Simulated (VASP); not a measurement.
The system is Pb.

```
Pb
1.0
    -1.97966    1.97966    1.97966
     1.97966   -1.97966    1.97966
     1.97966    1.97966   -1.97966
Pb
1
Direct
  0.00000 0.00000 0.00000
```

Base run:

| Property | Result |
| --- | --- |
| Program | VASP 6.6.1 |
| Functional | LDA |
| Potentials or basis | VASP PAW LDA potentials, release 64 (Pb_d) |
| Cutoff | 520 eV |
| k mesh | 13 × 13 × 13 |
| Occupations | fermi-dirac, width 0.08 eV |
| Spin | no spin polarisation |

Its results: band gap on the k mesh zero (band 7 reaches 14.11 eV, above the bottom of band 8 at 4.88 eV); pressure -3.0 GPa.

Q: The run is repeated on the same cell with these changes: functional from LDA to PBE; potentials or basis from VASP PAW LDA potentials, release 64 (Pb_d) to VASP PAW PBE potentials, release 64 (Pb_d). What comes out?

A: Band gap on the k mesh zero (band 7 reaches 14.46 eV, above the bottom of band 8 at 5.15 eV); pressure 1.1 GPa.

Caveats: spin-orbit coupling is left out, which moves the levels of the heavy elements.
